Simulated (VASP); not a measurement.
# AlP (F-43m) in VASP: further runs

The runs below take AlP through single point, with PBE.

Everything below comes from runs of VASP 6.6.1. Logs are shortened: lines on timing, memory, paths and dates and some standing lists are left out, and cuts for length are marked.

## 1. The cell of the first run

Symmetry: F-43m, No. 216, cubic system. Conventional cell: a = 5.394 Å, b = 5.394 Å, c = 5.394 Å, α = 90.00°, β = 90.00°, γ = 90.00°. Al (site symmetry -43m) has 4 P at 2.34 Å within 3.1 Å. Within 3.1 Å of P (site symmetry -43m) lie 4 Al at 2.34 Å.

## 2. Single point, PBE (volume changed by -6%)

Input file INCAR:

```
PREC = Accurate
ENCUT = 500
EDIFF = 1E-6
ISMEAR = 0
SIGMA = 0.01
LREAL = F
LASPH = T
NELM = 120
ALGO = Normal
ISIF = 2
LWAVE = F
LCHARG = F
GGA = PE
NBANDS = 11
GGA_COMPAT = F
```

Input file KPOINTS:

```
regular mesh
0
Gamma
  6 6 6
```

Input file POSCAR:

```
AlP
1.0
    0.0000000000      2.6971929585      2.6971929585
    2.6971929585      0.0000000000      2.6971929585
    2.6971929585      2.6971929585      0.0000000000
Al P
1 1
Direct
    0.0000000000      0.0000000000      0.0000000000
    0.2500000000      0.2500000000      0.2500000000
```

Potentials or basis: VASP PAW PBE potentials, release 64 (Al, P).

Started as:

```
cat potpaw_PBE.64/Al/POTCAR potpaw_PBE.64/P/POTCAR > POTCAR
mpirun -np 1 vasp_std > vasp.out
```

OUTCAR:

```text
PREC = Accurate
   ENCUT = 500
   EDIFF = 1E-6
   ISMEAR = 0
   LREAL = F
   LASPH = T
   NELM = 120
   ISIF = 2
   GGA = PE

 ion  position               nearest neighbor table
   1  0.000  0.000  0.000-   2 2.34   2 2.34   2 2.34   2 2.34
   2  0.250  0.250  0.250-   1 2.34   1 2.34   1 2.34   1 2.34

  LATTYP: Found a face centered cubic cell.
 ALAT       =     5.3943859170

  Lattice vectors:

 A1 = (   0.0000000000,   2.6971929585,   2.6971929585)
 A2 = (   2.6971929585,   0.0000000000,   2.6971929585)
 A3 = (   2.6971929585,   2.6971929585,   0.0000000000)

Analysis of symmetry for initial positions (statically):
=====================================================================
 Subroutine PRICEL returns:
 Original cell was already a primitive cell.

 Routine SETGRP: Setting up the symmetry group for a
 face centered cubic supercell.

 Subroutine GETGRP returns: Found 24 space group operations
 (whereof 24 operations were pure point group operations)
 out of a pool of 48 trial point group operations.

The static configuration has the point symmetry T_d .

Analysis of symmetry for dynamics (positions and initial velocities):
=====================================================================
 Subroutine PRICEL returns:
 Original cell was already a primitive cell.

 Routine SETGRP: Setting up the symmetry group for a
 face centered cubic supercell.

 Subroutine GETGRP returns: Found 24 space group operations
 (whereof 24 operations were pure point group operations)
 out of a pool of 48 trial point group operations.

The dynamic configuration has the point symmetry T_d .

 Subroutine INISYM returns: Found 24 space group operations
 (whereof 24 operations are pure point group operations),
 and found     1 'primitive' translations

----------------------------------------------------------------------------------------

                                     Primitive cell

  volume of cell :      39.2433

  direct lattice vectors                    reciprocal lattice vectors
     0.000000000  2.697192959  2.697192959    -0.185377912  0.185377912  0.185377912
     2.697192959  0.000000000  2.697192959     0.185377912 -0.185377912  0.185377912
     2.697192959  2.697192959  0.000000000     0.185377912  0.185377912 -0.185377912

  length of vectors
     3.814406862  3.814406862  3.814406862     0.321083963  0.321083963  0.321083963

  position of ions in fractional coordinates (direct lattice)
     0.000000000  0.000000000  0.000000000
     0.250000000  0.250000000  0.250000000

  ion indices of the primitive-cell ions
   primitive index   ion index
                 1           1
                 2           2

----------------------------------------------------------------------------------------

 KPOINTS: regular mesh

Automatic generation of k-mesh.
 Grid dimensions read from file:
 generate k-points for:    6    6    6

 Generating k-lattice:

  Cartesian coordinates                     Fractional coordinates (reciprocal lattice)
    -0.030896319  0.030896319  0.030896319     0.166666667  0.000000000  0.000000000
     0.030896319 -0.030896319  0.030896319     0.000000000  0.166666667  0.000000000
     0.030896319  0.030896319 -0.030896319     0.000000000  0.000000000  0.166666667

  Length of vectors
     0.053513994  0.053513994  0.053513994

  Shift w.r.t. Gamma in fractional coordinates (k-lattice)
     0.000000000  0.000000000  0.000000000

 Subroutine IBZKPT returns following result:
 ===========================================

 Found     16 irreducible k-points:

 Following reciprocal coordinates:
            Coordinates               Weight
  0.000000  0.000000  0.000000      1.000000
  0.166667  0.000000  0.000000      8.000000
  0.333333  0.000000  0.000000      8.000000
  0.500000  0.000000  0.000000      4.000000
  0.166667  0.166667  0.000000      6.000000
  0.333333  0.166667  0.000000     24.000000
[... 8 lines left out ...]
 -0.333333  0.333333  0.166667     24.000000
 -0.333333  0.500000  0.166667     12.000000
   k-points           NKPTS =     16   k-points in BZ     NKDIM =     16   number of bands    NBANDS=     11
   number of dos      NEDOS =    301   number of ions     NIONS =      2
   total plane-waves  NPLWV =  21952
   dimension x,y,z NGX =    28 NGY =   28 NGZ =   28
   dimension x,y,z NGXF=    56 NGYF=   56 NGZF=   56
   ions per type =               1   1
   NGX,Y,Z   is equivalent  to a cutoff of  12.20, 12.20, 12.20 a.u.
   NGXF,Y,Z  is equivalent  to a cutoff of  24.41, 24.41, 24.41 a.u.
 SYSTEM =  unknown system
   PREC   = accura    normal or accurate (medium, high low for compatibility)
   ISTART =      0    job   : 0-new  1-cont  2-samecut
   ICHARG =      2    charge: 1-file 2-atom 10-const
   ISPIN  =      1    spin polarized calculation?
   LNONCOLLINEAR =      F non collinear calculations
   LSORBIT =      F    spin-orbit coupling
   LASPH  =      T    aspherical Exc in radial PAW
   ENCUT  =  500.0 eV  36.75 Ry    6.06 a.u.   6.95  6.95  6.95*2*pi/ulx,y,z
   NELM   =    120;   NELMIN=  2; NELMDL= -5     # of ELM steps
   EDIFF  = 0.1E-05   stopping-criterion for ELM
   LREAL  =      F    real-space projection
   EDIFFG = 0.1E-04   stopping-criterion for IOM
   NSW    =      0    number of steps for IOM
   IBRION =     -1    ionic relax: 0-MD 1-quasi-New 2-CG
   NFREE  =      0    steps in history (QN), initial steepest desc. (CG)
   ISIF   =      2    stress and relaxation
   ISYM   =      2    0-nonsym 1-usesym 2-fastsym
   POTIM  = 0.5000    time-step for ionic-motion
   TEBEG  =    0.0;   TEEND  =   0.0 temperature during run
   PSTRESS=    0.0 pullay stress
   NELECT =       8.0000    total number of electrons
   NUPDOWN=      -1.0000    fix difference up-down
   EMIN   =  10.00;   EMAX   =-10.00  energy-range for DOS
   EFERMI =   0.00;   METHOD = LEGACY
   ISMEAR =     0;   SIGMA  =   0.01  broadening in eV -4-tet -1-fermi 0-gaus
   EFERMI_NEDOS =   21; number of points for ismear=-14 and -15
   IALGO  =     38    algorithm
   IMIX   =      4    mixing-type and parameters
     AMIX     =   0.40;   BMIX     =  1.00
     AMIX_MAG =   1.60;   BMIX_MAG =  1.00
  volume/ion in A,a.u.               =      19.62       132.41
  Fermi-wavevector in a.u.,A,eV,Ry     =   0.963495  1.820742 12.630597  0.928323
  Thomas-Fermi vector in A             =   2.093045
   LORBIT       =      0    0 simple, 1 ext, 2 COOP (PROOUT), +10 PAW based schemes
   GGA     = PE    functional components
   LHFCALC =     F    Hartree Fock is set to
   AEXX    =    0.0000 exact exchange contribution
   IVDW    =     0    specifies the selected vdW correction
   LEPSILON=     F    determine dielectric tensor
   LRPA    =     F    only Hartree local field effects (RPA)
 non-spin polarized calculation
 Gauss-broadening in eV      SIGMA  =   0.01
  energy-cutoff  :      500.00
  volume of cell :       39.24
 maximum number of plane-waves:      1018
   NGX = 13   NGY = 13   NGZ = 13

 number of electron       7.9999999 magnetization

 Free energy of the ion-electron system (eV)
  ---------------------------------------------------
  ext. energy  EPLUGINS =         0.00000000
  ---------------------------------------------------
  free energy    TOTEN  =       -10.32621011 eV

  energy without entropy =      -10.32621011  energy(sigma->0) =      -10.32621011

 E-fermi :   4.9737     XC(G=0):  -9.3487

 val. band max:        4.9229533252   @ k =   0.0000   0.0000   0.0000
 cond. band min:       6.4248482499   @ k =   0.5000   0.5000   0.0000
 fundamental gap:      1.5018949247
 Fermi energy:         4.9737268574

 k-point     1 :       0.0000    0.0000    0.0000
  band No.  band energies     occupation
      1      -6.7952      2.00000
      2       4.9230      2.00000
      3       4.9230      2.00000
      4       4.9230      2.00000
      5       8.5415      0.00000
      6       9.5319      0.00000
      7       9.5319      0.00000
      8       9.5319      0.00000
      9      13.7956      0.00000
     10      13.7956      0.00000
     11      15.4700      0.00000

 k-point     2 :       0.1667    0.0000    0.0000
  band No.  band energies     occupation
      1      -6.4791      2.00000
      2       3.0234      2.00000
      3       4.6724      2.00000
      4       4.6724      2.00000
      5       8.7189      0.00000
      6       9.9794      0.00000
      7       9.9794      0.00000
      8      10.7959      0.00000
      9      13.1397      0.00000
     10      13.1397      0.00000
     11      15.9479      0.00000

 k-point     3 :       0.3333    0.0000    0.0000
  band No.  band energies     occupation
      1      -5.6505      2.00000
      2       0.4768      2.00000
      3       4.2910      2.00000
      4       4.2910      2.00000
      5       8.1142      0.00000
      6       9.9976      0.00000
      7       9.9976      0.00000
      8      13.0500      0.00000
      9      14.1300      0.00000
     10      14.1300      0.00000
     11      15.4694      0.00000

 k-point     4 :       0.5000    0.0000    0.0000
  band No.  band energies     occupation
      1      -5.0244      2.00000
      2      -0.7709      2.00000
      3       4.1381      2.00000
      4       4.1381      2.00000
      5       7.8728      0.00000
      6       9.7476      0.00000
      7       9.7476      0.00000
      8      13.2936      0.00000
      9      16.5693      0.00000
     10      16.5693      0.00000
     11      17.0926      0.00000

 k-point     5 :       0.1667    0.1667    0.0000
  band No.  band energies     occupation
      1      -6.3725      2.00000
      2       3.2317      2.00000
      3       4.1463      2.00000
      4       4.1463      2.00000
      5       8.5412      0.00000
      6       9.8236      0.00000
      7      10.8821      0.00000
      8      10.8821      0.00000
      9      12.1302      0.00000
     10      14.3343      0.00000
     11      17.3073      0.00000
[... 99 lines left out ...]
 k-point    13 :       0.5000    0.5000    0.0000
  band No.  band energies     occupation
      1      -4.3230      2.00000
      2      -0.5118      2.00000
      3       2.7441      2.00000
      4       2.7441      2.00000
      5       6.4248      0.00000
      6       7.3736      0.00000
      7      16.3084      0.00000
      8      16.3084      0.00000
      9      17.1560      0.00000
     10      17.1560      0.00000
     11      17.4051      0.00000

 k-point    14 :       0.5000    0.3333    0.1667
  band No.  band energies     occupation
      1      -4.9910      2.00000
      2       0.4172      2.00000
      3       2.1449      2.00000
      4       3.2698      2.00000
      5       8.7901      0.00000
      6       9.8156      0.00000
      7      10.5364      0.00000
      8      13.3038      0.00000
      9      14.4599      0.00000
     10      16.6548      0.00000
     11      18.5873      0.00000

 k-point    15 :      -0.3333    0.3333    0.1667
  band No.  band energies     occupation
      1      -4.4968      2.00000
      2      -0.1843      2.00000
      3       1.6780      2.00000
      4       2.8587      2.00000
      5       8.9808      0.00000
      6       9.9802      0.00000
      7      11.9516      0.00000
      8      12.6769      0.00000
      9      14.0126      0.00000
     10      17.0885      0.00000
     11      18.1152      0.00000

 k-point    16 :      -0.3333    0.5000    0.1667
  band No.  band energies     occupation
      1      -4.2817      2.00000
      2      -0.2255      2.00000
      3       1.8944      2.00000
      4       2.1436      2.00000
      5       8.2253      0.00000
      6       9.2837      0.00000
      7      12.7240      0.00000
      8      13.0839      0.00000
      9      16.4663      0.00000
     10      17.0783      0.00000
     11      18.5009      0.00000

------------------------ aborting loop because EDIFF is reached ----------------------------------------

  FORCE on cell =-STRESS in cart. coord.  units (eV):
  Direction    XX          YY          ZZ          XY          YZ          ZX
  --------------------------------------------------------------------------------------
  -------------------------------------------------------------------------------------
  Total        1.4229426      1.4229426      1.4229426     -0.0000000      0.0000000     -0.0000000
  in kB       58.0940838     58.0940838     58.0940838     -0.0000000      0.0000000     -0.0000000
  external PRESSURE =      58.0940838 kB  Pullay stress =       0.0000000 kB

 VOLUME and BASIS-vectors are now :
 -----------------------------------------------------------------------------
  energy-cutoff  :      500.00
  volume of cell :       39.24
      direct lattice vectors                 reciprocal lattice vectors
     0.000000000  2.697192959  2.697192959    -0.185377912  0.185377912  0.185377912
     2.697192959  0.000000000  2.697192959     0.185377912 -0.185377912  0.185377912
     2.697192959  2.697192959  0.000000000     0.185377912  0.185377912 -0.185377912

 POSITION                                       TOTAL-FORCE (eV/Angst)
 -----------------------------------------------------------------------------------
      0.00000      0.00000      0.00000         0.000000      0.000000     -0.000000
      1.34860      1.34860      1.34860        -0.000000     -0.000000      0.000000
 -----------------------------------------------------------------------------------
    total drift:                                0.000000      0.000000      0.000000

  FREE ENERGIE OF THE ION-ELECTRON SYSTEM (eV)
  ---------------------------------------------------
  free  energy   TOTEN  =       -10.3262101100 eV

  energy  without entropy=      -10.3262101100  energy(sigma->0) =      -10.32621011
```

Run time: 6.2 s. Hardware: 1 thread of AMD EPYC 7R13, shared host; peak memory 0.15 GiB.

Results:

```yaml
Free_energy: -10.3262 eV
Pressure: 5.8 GPa
Band_gap_on_the_k_mesh: 1.50 eV, indirect (least direct gap 3.62 eV)
```

Levels at points of the mesh, in eV from the valence-band top:
| k point | band 1 | band 2 | band 3 | band 4 | band 5 | band 6 | band 7 | band 8 |
| --- | --- | --- | --- | --- | --- | --- | --- | --- |
| (0.00, 0.00, 0.00) | -11.72 | 0.00 | 0.00 | 0.00 | 3.62 | 4.61 | 4.61 | 4.61 |
| (0.50, 0.00, 0.00) | -9.95 | -5.69 | -0.78 | -0.78 | 2.95 | 4.82 | 4.82 | 8.37 |
| (0.50, 0.50, 0.00) | -9.25 | -5.43 | -2.18 | -2.18 | 1.50 | 2.45 | 11.39 | 11.39 |

(Part 1 of 2 ends here.)
